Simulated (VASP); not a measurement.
# ZnS (F-43m) in VASP: phonons with PBE+D3(BJ)

Aim: the phonons of ZnS with PBE+D3(BJ).

Everything below comes from runs of VASP 6.6.1. Logs are shortened: lines on timing, memory, paths and dates and some standing lists are left out, and cuts for length are marked.

## Step 1: The cell of the first run

The structure is cubic, space group F-43m (No. 216). The conventional cell has a = 5.404 Å, b = 5.404 Å, c = 5.404 Å, α = 90.00°, β = 90.00°, γ = 90.00°. Zn (site symmetry -43m) has 4 S at 2.34 Å within 3.1 Å. Within 3.1 Å of S (site symmetry -43m) lie 4 Zn at 2.34 Å.

## Step 2: Phonons, PBE+D3(BJ)

INCAR reads:

```
PREC = Accurate
ENCUT = 520
EDIFF = 1E-8
ISMEAR = 0
SIGMA = 0.01
LREAL = False
LASPH = True
NELM = 100
ALGO = Normal
ISIF = 2
LWAVE = False
LCHARG = False
GGA = PE
IVDW = 12
NBANDS = 16
IBRION = 6
NFREE = 2
POTIM = 0.015
NSW = 1
```

KPOINTS reads:

```
regular mesh
0
Gamma
  3 3 3
```

POSCAR reads:

```
ZnS
1.0
    0.0000000000      2.7020000000      2.7020000000
    2.7020000000      0.0000000000      2.7020000000
    2.7020000000      2.7020000000      0.0000000000
Zn S
1 1
Direct
    0.2500000000      0.2500000000      0.2500000000
    0.0000000000      0.0000000000      0.0000000000
```

Potentials or basis: VASP PAW PBE potentials, release 64 (Zn, S).

Launch:

```bash
cat potpaw_PBE.64/Zn/POTCAR potpaw_PBE.64/S/POTCAR > POTCAR
mpirun -np 1 vasp_std > vasp.out
```

OUTCAR:

```text
PREC = Accurate
   ENCUT = 520
   EDIFF = 1E-8
   ISMEAR = 0
   LREAL = False
   LASPH = True
   NELM = 100
   ISIF = 2
   GGA = PE
   IVDW = 12
   IBRION = 6
   NFREE = 2
   POTIM = 0.015
   NSW = 1
 IVDW          = 12

 ion  position               nearest neighbor table
   1  0.250  0.250  0.250-   2 2.34   2 2.34   2 2.34   2 2.34
   2  0.000  0.000  0.000-   1 2.34   1 2.34   1 2.34   1 2.34

  LATTYP: Found a face centered cubic cell.
 ALAT       =     5.4040000000

  Lattice vectors:

 A1 = (   0.0000000000,   2.7020000000,   2.7020000000)
 A2 = (   2.7020000000,   0.0000000000,   2.7020000000)
 A3 = (   2.7020000000,   2.7020000000,   0.0000000000)

Analysis of symmetry for initial positions (statically):
=====================================================================
 Subroutine PRICEL returns:
 Original cell was already a primitive cell.

 Routine SETGRP: Setting up the symmetry group for a
 face centered cubic supercell.

 Subroutine GETGRP returns: Found 24 space group operations
 (whereof 24 operations were pure point group operations)
 out of a pool of 48 trial point group operations.

The static configuration has the point symmetry T_d .

Analysis of symmetry for dynamics (positions and initial velocities):
=====================================================================
 Subroutine PRICEL returns:
 Original cell was already a primitive cell.

 Routine SETGRP: Setting up the symmetry group for a
 face centered cubic supercell.

 Subroutine GETGRP returns: Found 24 space group operations
 (whereof 24 operations were pure point group operations)
 out of a pool of 48 trial point group operations.

The dynamic configuration has the point symmetry T_d .

 Subroutine INISYM returns: Found 24 space group operations
 (whereof 24 operations are pure point group operations),
 and found     1 'primitive' translations

----------------------------------------------------------------------------------------

                                     Primitive cell

  volume of cell :      39.4535

  direct lattice vectors                    reciprocal lattice vectors
     0.000000000  2.702000000  2.702000000    -0.185048113  0.185048113  0.185048113
     2.702000000  0.000000000  2.702000000     0.185048113 -0.185048113  0.185048113
     2.702000000  2.702000000  0.000000000     0.185048113  0.185048113 -0.185048113

  length of vectors
     3.821205046  3.821205046  3.821205046     0.320512733  0.320512733  0.320512733

  position of ions in fractional coordinates (direct lattice)
     0.250000000  0.250000000  0.250000000
     0.000000000  0.000000000  0.000000000

  ion indices of the primitive-cell ions
   primitive index   ion index
                 1           1
                 2           2

----------------------------------------------------------------------------------------

 KPOINTS: regular mesh

Automatic generation of k-mesh.
 Grid dimensions read from file:
 generate k-points for:    3    3    3

 Generating k-lattice:

  Cartesian coordinates                     Fractional coordinates (reciprocal lattice)
    -0.061682704  0.061682704  0.061682704     0.333333333  0.000000000  0.000000000
     0.061682704 -0.061682704  0.061682704     0.000000000  0.333333333  0.000000000
     0.061682704  0.061682704 -0.061682704     0.000000000  0.000000000  0.333333333

  Length of vectors
     0.106837578  0.106837578  0.106837578

  Shift w.r.t. Gamma in fractional coordinates (k-lattice)
     0.000000000  0.000000000  0.000000000

 Subroutine IBZKPT returns following result:
 ===========================================

 Found      4 irreducible k-points:

 Following reciprocal coordinates:
            Coordinates               Weight
  0.000000  0.000000  0.000000      1.000000
  0.333333  0.000000  0.000000      8.000000
  0.333333  0.333333  0.000000      6.000000
 -0.333333  0.333333  0.000000     12.000000
   k-points           NKPTS =      4   k-points in BZ     NKDIM =      4   number of bands    NBANDS=     16
   number of dos      NEDOS =    301   number of ions     NIONS =      2
   total plane-waves  NPLWV =  21952
   dimension x,y,z NGX =    28 NGY =   28 NGZ =   28
   dimension x,y,z NGXF=    56 NGYF=   56 NGZF=   56
   ions per type =               1   1
   NGX,Y,Z   is equivalent  to a cutoff of  12.18, 12.18, 12.18 a.u.
   NGXF,Y,Z  is equivalent  to a cutoff of  24.36, 24.36, 24.36 a.u.
 SYSTEM =  unknown system
   PREC   = accura    normal or accurate (medium, high low for compatibility)
   ISTART =      0    job   : 0-new  1-cont  2-samecut
   ICHARG =      2    charge: 1-file 2-atom 10-const
   ISPIN  =      1    spin polarized calculation?
   LNONCOLLINEAR =      F non collinear calculations
   LSORBIT =      F    spin-orbit coupling
   LASPH  =      T    aspherical Exc in radial PAW
   ENCUT  =  520.0 eV  38.22 Ry    6.18 a.u.   7.10  7.10  7.10*2*pi/ulx,y,z
   NELM   =    100;   NELMIN=  2; NELMDL= -5     # of ELM steps
   EDIFF  = 0.1E-07   stopping-criterion for ELM
   LREAL  =      F    real-space projection
   EDIFFG = 0.1E-06   stopping-criterion for IOM
   NSW    =     61    number of steps for IOM
   IBRION =      6    ionic relax: 0-MD 1-quasi-New 2-CG
   NFREE  =      2    steps in history (QN), initial steepest desc. (CG)
   ISIF   =      2    stress and relaxation
   ISYM   =      2    0-nonsym 1-usesym 2-fastsym
   POTIM  = 0.0150    time-step for ionic-motion
   TEBEG  =    0.0;   TEEND  =   0.0 temperature during run
   PSTRESS=    0.0 pullay stress
   NELECT =      18.0000    total number of electrons
   NUPDOWN=      -1.0000    fix difference up-down
   EMIN   =  10.00;   EMAX   =-10.00  energy-range for DOS
   EFERMI =   0.00;   METHOD = LEGACY
   ISMEAR =     0;   SIGMA  =   0.01  broadening in eV -4-tet -1-fermi 0-gaus
   EFERMI_NEDOS =   21; number of points for ismear=-14 and -15
   IALGO  =     38    algorithm
   IMIX   =      4    mixing-type and parameters
     AMIX     =   0.40;   BMIX     =  1.00
     AMIX_MAG =   1.60;   BMIX_MAG =  1.00
  volume/ion in A,a.u.               =      19.73       133.12
  Fermi-wavevector in a.u.,A,eV,Ry     =   1.260290  2.381602 21.610537  1.588330
  Thomas-Fermi vector in A             =   2.393807
   LORBIT       =      0    0 simple, 1 ext, 2 COOP (PROOUT), +10 PAW based schemes
   GGA     = PE    functional components
   LHFCALC =     F    Hartree Fock is set to
   AEXX    =    0.0000 exact exchange contribution
   IVDW    =    12    specifies the selected vdW correction
   LEPSILON=     F    determine dielectric tensor
   LRPA    =     F    only Hartree local field effects (RPA)
 finite differences with symmetry
 non-spin polarized calculation
 Gauss-broadening in eV      SIGMA  =   0.01
  energy-cutoff  :      520.00
  volume of cell :       39.45
 maximum number of plane-waves:      1073
   NGX = 15   NGY = 15   NGZ = 15

--------------------------------------- Ionic step        1  -------------------------------------------

 number of electron      18.0000000 magnetization

 Free energy of the ion-electron system (eV)
  ---------------------------------------------------
  ext. energy  EPLUGINS =         0.00000000
  ---------------------------------------------------
  free energy    TOTEN  =        -6.62819501 eV

  energy without entropy =       -6.62819501  energy(sigma->0) =       -6.62819501

------------------------ aborting loop because EDIFF is reached ----------------------------------------

 Edisp (eV)   -0.61638

 E8    (eV) :    -0.2424

  FORCE on cell =-STRESS in cart. coord.  units (eV):
  Direction    XX          YY          ZZ          XY          YZ          ZX
  --------------------------------------------------------------------------------------
  -------------------------------------------------------------------------------------
  Total       0.06740     0.06740     0.06740    -0.00000    -0.00000    -0.00000
  in kB       2.73694     2.73694     2.73694    -0.00000    -0.00000    -0.00000
  external pressure =        2.74 kB  Pullay stress =        0.00 kB
[... 141 lines left out ...]
  energy  without entropy=       -7.2439175230  energy(sigma->0) =       -7.24391752

--------------------------------------- Ionic step        5  -------------------------------------------

 number of electron      18.0000001 magnetization

 Free energy of the ion-electron system (eV)
  ---------------------------------------------------
  ext. energy  EPLUGINS =         0.00000000
  ---------------------------------------------------
  free energy    TOTEN  =        -6.62753912 eV

  energy without entropy =       -6.62753912  energy(sigma->0) =       -6.62753912

 E-fermi :   2.3091     XC(G=0):  -9.5918

 val. band max:        2.2079463872   @ k =   0.0000   0.0000   0.0000
 cond. band min:       4.2771644544   @ k =   0.0000   0.0000   0.0000
 fundamental gap:      2.0692180672
 Fermi energy:         2.3091110291

 k-point     1 :       0.0000    0.0000    0.0000
  band No.  band energies     occupation
      1     -10.9407      2.00000
      2      -4.2344      2.00000
      3      -4.2239      2.00000
      4      -4.2134      2.00000
      5      -3.7368      2.00000
      6      -3.7367      2.00000
[... 8 lines left out ...]
     15      13.9147      0.00000
     16      14.0266      0.00000
[... 164 lines left out ...]
  FREE ENERGIE OF THE ION-ELECTRON SYSTEM (eV)
  ---------------------------------------------------
  free  energy   TOTEN  =        -7.2439182156 eV

  energy  without entropy=       -7.2439182156  energy(sigma->0) =       -7.24391822

 INTERNAL STRAIN TENSORS FROM DISPLACED ATOMS
 ============================================

 INTERNAL STRAIN TENSOR FOR ION    1 for displacements in x,y,z  (eV/Angst):
          X           Y           Z          XY          YZ          ZX
  --------------------------------------------------------------------------------
  x     0.00000    -0.00000    -0.00000     0.00000    -5.61674     0.00000
  y    -0.00000     0.00000    -0.00000     0.00000     0.00000    -5.61674
  z    -0.00000    -0.00000     0.00000    -5.61674     0.00000     0.00000

 INTERNAL STRAIN TENSOR FOR ION    2 for displacements in x,y,z  (eV/Angst):
          X           Y           Z          XY          YZ          ZX
  --------------------------------------------------------------------------------
  x    -0.00000    -0.00000    -0.00000     0.00000     5.61336    -0.00000
  y    -0.00000     0.00000    -0.00000     0.00000     0.00000     5.61336
  z    -0.00000    -0.00000    -0.00000     5.61336    -0.00000     0.00000

 Eigenvectors and eigenvalues of the dynamical matrix
 ----------------------------------------------------

   1 f  =    8.135650 THz    51.117798 2PiTHz  271.376078 cm-1    33.646330 meV
             X         Y         Z           dx          dy          dz
      1.351000  1.351000  1.351000    -0.573891    0.000000    0.000000
      0.000000  0.000000  0.000000     0.818932    0.000000    0.000000

   2 f  =    8.135650 THz    51.117798 2PiTHz  271.376078 cm-1    33.646330 meV
             X         Y         Z           dx          dy          dz
      1.351000  1.351000  1.351000     0.000000    0.573891    0.000000
      0.000000  0.000000  0.000000     0.000000   -0.818932    0.000000
[... 11 lines left out ...]
   5 f/i=    0.002773 THz     0.017426 2PiTHz    0.092512 cm-1     0.011470 meV
             X         Y         Z           dx          dy          dz
      1.351000  1.351000  1.351000     0.000000    0.000000    0.818932
      0.000000  0.000000  0.000000     0.000000    0.000000    0.573891

   6 f/i=    0.002773 THz     0.017426 2PiTHz    0.092512 cm-1     0.011470 meV
             X         Y         Z           dx          dy          dz
      1.351000  1.351000  1.351000    -0.818932    0.000000    0.000000
      0.000000  0.000000  0.000000    -0.573891    0.000000    0.000000

 ELASTIC MODULI CONTR FROM IONIC RELAXATION (kBar)
 Direction    XX          YY          ZZ          XY          YZ          ZX
 --------------------------------------------------------------------------------
 XX          -0.0000     -0.0000     -0.0000     -0.0000      0.0000     -0.0000
 YY          -0.0000     -0.0000     -0.0000     -0.0000     -0.0000     -0.0000
 ZZ          -0.0000     -0.0000     -0.0000      0.0000     -0.0000     -0.0000
 XY          -0.0000     -0.0000      0.0000   -219.6814      0.0000     -0.0000
 YZ           0.0000     -0.0000     -0.0000      0.0000   -219.6814      0.0000
 ZX          -0.0000     -0.0000     -0.0000     -0.0000      0.0000   -219.6814
 --------------------------------------------------------------------------------
```

Run time: 64 s. Hardware: 1 thread of Intel Xeon 8259CL, shared host; peak memory 0.16 GiB.

What came out:

* Highest phonon frequency at Γ, LO-TO splitting left out: 271 cm⁻¹
* Dispersion energy per atom: -0.308 eV

Phonon frequencies in cm⁻¹ (negative: imaginary):
| q point | frequencies |
| --- | --- |
| (0.000, 0.000, 0.000) | 0 0 0 271 271 271 |

Caveat: the k points lie up to 0.67 Å⁻¹ apart; three body term missing.
